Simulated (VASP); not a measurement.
# BAs2 (Pmmm) in VASP: notebook

The runs below take BAs2 through single point, relaxation of cell and atoms, with PBE.

All numbers are computed with VASP 6.6.1; they aren't measurements. Logs are shortened: lines on timing, memory, paths and dates and some standing lists are left out, and cuts for length are marked.

**1. The cell of the first run**

It takes space group Pmmm (No. 47, orthorhombic). The conventional cell has a = 3.089 Å, b = 3.150 Å, c = 4.861 Å, α = 90.00°, β = 90.00°, γ = 90.00°. Within 2.9 Å of B (site symmetry mmm) lie 8 As at 2.21 to 2.88 Å. Within 2.9 Å of As (site symmetry mmm) lie 4 B at 2.21 Å and 4 As at 2.90 Å. Within 3.8 Å of As (site symmetry mmm) lie 4 B at 2.88 Å and 8 As at 2.90 to 3.15 Å.

The cell was built from a structure type or drawn by symmetry, and may not be a known phase.

**2. Single point, PBE**

Contents of INCAR:

```
PREC = Accurate
ENCUT = 520
EDIFF = 1E-6
ISMEAR = 0
SIGMA = 0.1
LREAL = False
LASPH = True
NELM = 80
ALGO = Normal
ISIF = 2
LWAVE = False
LCHARG = True
GGA = PE
LELF = True
LVHAR = True
NBANDS = 14
```

Contents of KPOINTS:

```
regular mesh
0
Gamma
  16 14 10
```

Contents of POSCAR:

```
BAs2
1.0
    3.0887502117      0.0000000000      0.0000000000
    0.0000000000      3.1498659268      0.0000000000
    0.0000000000      0.0000000000      4.8614436301
B As
1 2
Direct
    0.5000000000      0.5000000000      0.5000000000
    0.0000000000      0.0000000000      0.5000000000
    0.0000000000      0.5000000000      0.0000000000
```

Potentials or basis: VASP PAW PBE potentials, release 64 (B, As).

On the command line:

```console
$ cat potpaw_PBE.64/B/POTCAR potpaw_PBE.64/As/POTCAR > POTCAR
$ mpirun -np 1 vasp_std > vasp.out
```

OUTCAR:

```text
PREC = Accurate
   ENCUT = 520
   EDIFF = 1E-6
   ISMEAR = 0
   LREAL = False
   LASPH = True
   NELM = 80
   ISIF = 2
   GGA = PE

 ion  position               nearest neighbor table
   1  0.500  0.500  0.500-   2 2.21   2 2.21   2 2.21   2 2.21
   2  0.000  0.000  0.500-   1 2.21   1 2.21   1 2.21   1 2.21   3 2.90   3 2.90   3 2.90   3 2.90

   3  0.000  0.500  0.000-   2 2.90   2 2.90   2 2.90   2 2.90

  LATTYP: Found a simple orthorhombic cell.
 ALAT       =     3.0887502117
 B/A-ratio  =     1.0197865515
 C/A-ratio  =     1.5739193191

  Lattice vectors:

 A1 = (   3.0887502117,   0.0000000000,   0.0000000000)
 A2 = (   0.0000000000,   3.1498659268,   0.0000000000)
 A3 = (   0.0000000000,   0.0000000000,   4.8614436301)

Analysis of symmetry for initial positions (statically):
=====================================================================
 Subroutine PRICEL returns:
 Original cell was already a primitive cell.

 Routine SETGRP: Setting up the symmetry group for a
 simple orthorhombic supercell.

 Subroutine GETGRP returns: Found  8 space group operations
 (whereof  8 operations were pure point group operations)
 out of a pool of  8 trial point group operations.

The static configuration has the point symmetry D_2h.

Analysis of symmetry for dynamics (positions and initial velocities):
=====================================================================
 Subroutine PRICEL returns:
 Original cell was already a primitive cell.

 Routine SETGRP: Setting up the symmetry group for a
 simple orthorhombic supercell.

 Subroutine GETGRP returns: Found  8 space group operations
 (whereof  8 operations were pure point group operations)
 out of a pool of  8 trial point group operations.

The dynamic configuration has the point symmetry D_2h.

 Subroutine INISYM returns: Found  8 space group operations
 (whereof  8 operations are pure point group operations),
 and found     1 'primitive' translations

----------------------------------------------------------------------------------------

                                     Primitive cell

  volume of cell :      47.2977

  direct lattice vectors                    reciprocal lattice vectors
     3.088750212  0.000000000  0.000000000     0.323755542  0.000000000  0.000000000
     0.000000000  3.149865927  0.000000000     0.000000000  0.317473830  0.000000000
     0.000000000  0.000000000  4.861443630     0.000000000  0.000000000  0.205700215

  length of vectors
     3.088750212  3.149865927  4.861443630     0.323755542  0.317473830  0.205700215

  position of ions in fractional coordinates (direct lattice)
     0.500000000  0.500000000  0.500000000
     0.000000000  0.000000000  0.500000000
     0.000000000  0.500000000  0.000000000

  ion indices of the primitive-cell ions
   primitive index   ion index
                 1           1
                 2           2
                 3           3

----------------------------------------------------------------------------------------

 KPOINTS: regular mesh

Automatic generation of k-mesh.
 Grid dimensions read from file:
 generate k-points for:   16   14   10

 Generating k-lattice:

  Cartesian coordinates                     Fractional coordinates (reciprocal lattice)
     0.020234721  0.000000000  0.000000000     0.062500000  0.000000000  0.000000000
     0.000000000  0.022676702  0.000000000     0.000000000  0.071428571  0.000000000
     0.000000000  0.000000000  0.020570022     0.000000000  0.000000000  0.100000000

  Length of vectors
     0.020234721  0.022676702  0.020570022

  Shift w.r.t. Gamma in fractional coordinates (k-lattice)
     0.000000000  0.000000000  0.000000000

 Subroutine IBZKPT returns following result:
 ===========================================

 Found    432 irreducible k-points:

 Following reciprocal coordinates:
            Coordinates               Weight
  0.000000  0.000000  0.000000      1.000000
  0.062500  0.000000  0.000000      2.000000
  0.125000  0.000000  0.000000      2.000000
  0.187500  0.000000  0.000000      2.000000
  0.250000  0.000000  0.000000      2.000000
  0.312500  0.000000  0.000000      2.000000
[... 16 lines left out ...]
  0.250000  0.142857  0.000000      4.000000
  0.312500  0.142857  0.000000      4.000000
 [... further k-points ...]
   k-points           NKPTS =    432   k-points in BZ     NKDIM =    432   number of bands    NBANDS=     14
   number of dos      NEDOS =    301   number of ions     NIONS =      3
   total plane-waves  NPLWV =  20736
   dimension x,y,z NGX =    24 NGY =   24 NGZ =   36
   dimension x,y,z NGXF=    48 NGYF=   48 NGZF=   72
   ions per type =               1   2
   NGX,Y,Z   is equivalent  to a cutoff of  12.92, 12.67, 12.31 a.u.
   NGXF,Y,Z  is equivalent  to a cutoff of  25.84, 25.33, 24.62 a.u.
 SYSTEM =  unknown system
   PREC   = accura    normal or accurate (medium, high low for compatibility)
   ISTART =      0    job   : 0-new  1-cont  2-samecut
   ICHARG =      2    charge: 1-file 2-atom 10-const
   ISPIN  =      1    spin polarized calculation?
   LNONCOLLINEAR =      F non collinear calculations
   LSORBIT =      F    spin-orbit coupling
   LASPH  =      T    aspherical Exc in radial PAW
   ENCUT  =  520.0 eV  38.22 Ry    6.18 a.u.   5.74  5.86  9.04*2*pi/ulx,y,z
   NELM   =     80;   NELMIN=  2; NELMDL= -5     # of ELM steps
   EDIFF  = 0.1E-05   stopping-criterion for ELM
   LREAL  =      F    real-space projection
   EDIFFG = 0.1E-04   stopping-criterion for IOM
   NSW    =      0    number of steps for IOM
   IBRION =     -1    ionic relax: 0-MD 1-quasi-New 2-CG
   NFREE  =      0    steps in history (QN), initial steepest desc. (CG)
   ISIF   =      2    stress and relaxation
   ISYM   =      2    0-nonsym 1-usesym 2-fastsym
   POTIM  = 0.5000    time-step for ionic-motion
   TEBEG  =    0.0;   TEEND  =   0.0 temperature during run
   PSTRESS=    0.0 pullay stress
   NELECT =      13.0000    total number of electrons
   NUPDOWN=      -1.0000    fix difference up-down
   EMIN   =  10.00;   EMAX   =-10.00  energy-range for DOS
   EFERMI =   0.00;   METHOD = LEGACY
   ISMEAR =     0;   SIGMA  =   0.10  broadening in eV -4-tet -1-fermi 0-gaus
   EFERMI_NEDOS =   21; number of points for ismear=-14 and -15
   IALGO  =     38    algorithm
   IMIX   =      4    mixing-type and parameters
     AMIX     =   0.40;   BMIX     =  1.00
     AMIX_MAG =   1.60;   BMIX_MAG =  1.00
  volume/ion in A,a.u.               =      15.77       106.39
  Fermi-wavevector in a.u.,A,eV,Ry     =   1.064411  2.011445 15.414995  1.132970
  Thomas-Fermi vector in A             =   2.199928
   LORBIT       =      0    0 simple, 1 ext, 2 COOP (PROOUT), +10 PAW based schemes
   GGA     = PE    functional components
   LHFCALC =     F    Hartree Fock is set to
   AEXX    =    0.0000 exact exchange contribution
   IVDW    =     0    specifies the selected vdW correction
   LEPSILON=     F    determine dielectric tensor
   LRPA    =     F    only Hartree local field effects (RPA)
 non-spin polarized calculation
 Gauss-broadening in eV      SIGMA  =   0.10
  energy-cutoff  :      520.00
  volume of cell :       47.30
 maximum number of plane-waves:      1304
 NGX is ok and might be reduce to    24
   NGX = 11   NGY = 11   NGZ = 19

 number of electron      13.0000000 magnetization

 Free energy of the ion-electron system (eV)
  ---------------------------------------------------
  ext. energy  EPLUGINS =         0.00000000
  ---------------------------------------------------
  free energy    TOTEN  =       -13.34671816 eV

  energy without entropy =      -13.34142761  energy(sigma->0) =      -13.34407288

 E-fermi :   6.1310     XC(G=0): -10.6848

 val. band max:        6.1299233939   @ k =   0.5000   0.5000   0.2000
 cond. band min:       6.1323003576   @ k =   0.5000   0.0714   0.2000
 fundamental gap:      0.0023769637
 Fermi energy:         6.1309618691

 k-point     1 :       0.0000    0.0000    0.0000
  band No.  band energies     occupation
      1      -9.3206      2.00000
      2      -4.4008      2.00000
      3      -0.8868      2.00000
      4       3.3914      2.00000
      5       3.8756      2.00000
      6       6.4713      0.00000
      7       8.7744      0.00000
      8       9.3206      0.00000
      9      10.6696      0.00000
     10      10.8854      0.00000
     11      11.1621      0.00000
     12      15.1042      0.00000
     13      16.0137      0.00000
     14      16.1833      0.00000

 k-point     2 :       0.0625    0.0000    0.0000
  band No.  band energies     occupation
      1      -9.2696      2.00000
      2      -4.3551      2.00000
      3      -0.8326      2.00000
      4       3.3176      2.00000
      5       3.4531      2.00000
      6       6.8062      0.00000
      7       8.8051      0.00000
      8       8.8783      0.00000
      9      10.6192      0.00000
     10      11.0538      0.00000
     11      11.1971      0.00000
     12      15.2129      0.00000
     13      16.0942      0.00000
     14      16.0999      0.00000

 k-point     3 :       0.1250    0.0000    0.0000
  band No.  band energies     occupation
      1      -9.1178      2.00000
      2      -4.2200      2.00000
      3      -0.6713      2.00000
      4       2.1825      2.00000
      5       3.6376      2.00000
      6       7.3281      0.00000
      7       7.8971      0.00000
      8       8.8916      0.00000
      9       9.9059      0.00000
     10      11.3013      0.00000
     11      12.0404      0.00000
     12      15.0133      0.00000
     13      15.3134      0.00000
     14      15.8144      0.00000
[... 324 lines left out ...]
 k-point    23 :       0.2500    0.1429    0.0000
  band No.  band energies     occupation
      1      -8.2516      2.00000
      2      -3.5684      2.00000
      3      -0.0301      2.00000
      4       0.2507      2.00000
      5       2.4268      2.00000
      6       5.6946      2.00000
      7       7.5358      0.00000
      8       7.9786      0.00000
      9       9.6100      0.00000
     10      10.2855      0.00000
     11      11.0514      0.00000
     12      15.4145      0.00000
     13      15.7782      0.00000
     14      16.4374      0.00000

 k-point    24 :       0.3125    0.1429    0.0000
  band No.  band energies     occupation
      1      -7.8452      2.00000
      2      -3.2402      2.00000
      3      -1.1373      2.00000
      4       0.6837      2.00000
      5       2.8873      2.00000
      6       4.6390      2.00000
      7       6.9959      0.00000
      8       7.4922      0.00000
      9       9.0707      0.00000
     10      10.5212      0.00000
     11      11.3147      0.00000
     12      15.3898      0.00000
     13      15.9553      0.00000
     14      16.7405      0.00000

 [... further k-points ...]
[... 5 lines left out ...]
  --------------------------------------------------------------------------------------
  -------------------------------------------------------------------------------------
  Total        0.0949983      0.1007962      0.0239923     -0.0000000      0.0000000      0.0000000
  in kB        3.2180031      3.4144011      0.8127228     -0.0000000      0.0000000      0.0000000
  external PRESSURE =       2.4817090 kB  Pullay stress =       0.0000000 kB

 VOLUME and BASIS-vectors are now :
 -----------------------------------------------------------------------------
  energy-cutoff  :      520.00
  volume of cell :       47.30
      direct lattice vectors                 reciprocal lattice vectors
     3.088750212  0.000000000  0.000000000     0.323755542  0.000000000  0.000000000
     0.000000000  3.149865927  0.000000000     0.000000000  0.317473830  0.000000000
     0.000000000  0.000000000  4.861443630     0.000000000  0.000000000  0.205700215

 POSITION                                       TOTAL-FORCE (eV/Angst)
 -----------------------------------------------------------------------------------
      1.54438      1.57493      2.43072         0.000000      0.000000      0.000000
      0.00000      0.00000      2.43072         0.000000      0.000000      0.000000
      0.00000      1.57493      0.00000         0.000000      0.000000      0.000000
 -----------------------------------------------------------------------------------
    total drift:                                0.000000     -0.000000     -0.000000

  FREE ENERGIE OF THE ION-ELECTRON SYSTEM (eV)
  ---------------------------------------------------
  free  energy   TOTEN  =       -13.3467181628 eV

  energy  without entropy=      -13.3414276067  energy(sigma->0) =      -13.34407288
```

It took 2.5 min on 1 thread of Intel Xeon Platinum 8259CL at 2.50GHz (Skylake/Cascade Lake), shared host; peak memory 0.37 GiB.

Results:

| Item | Value |
| --- | --- |
| Free energy | -13.3467 eV |
| Pressure | 0.2 GPa |
| Band gap on the k mesh | zero (an odd number of electrons rules out a gap without spin polarisation) |

Levels at points of the mesh, in eV from the Fermi level:
```
           k point  band 4  band 5  band 6  band 7  band 8  band 9
(0.00, 0.00, 0.00)   -2.74   -2.26    0.34    2.64    3.19    4.54
(0.50, 0.00, 0.00)   -4.69   -3.33   -1.22    0.76    1.28    3.43
(0.00, 0.50, 0.00)   -4.01   -3.67   -2.49    0.89    2.21    4.46
(0.50, 0.50, 0.00)   -6.08   -5.35   -1.91   -1.31   -1.19   -0.87
(0.00, 0.00, 0.50)   -2.01   -1.95   -0.86    0.67    1.67    2.25
(0.50, 0.00, 0.50)   -5.38    0.71    0.80    1.32    1.62    2.61
(0.00, 0.50, 0.50)   -6.10    1.15    1.28    1.37    2.28    2.43
(0.50, 0.50, 0.50)   -6.68   -5.34   -4.52   -3.82    2.40    2.50
```

(Continued in part 2 of 2.)
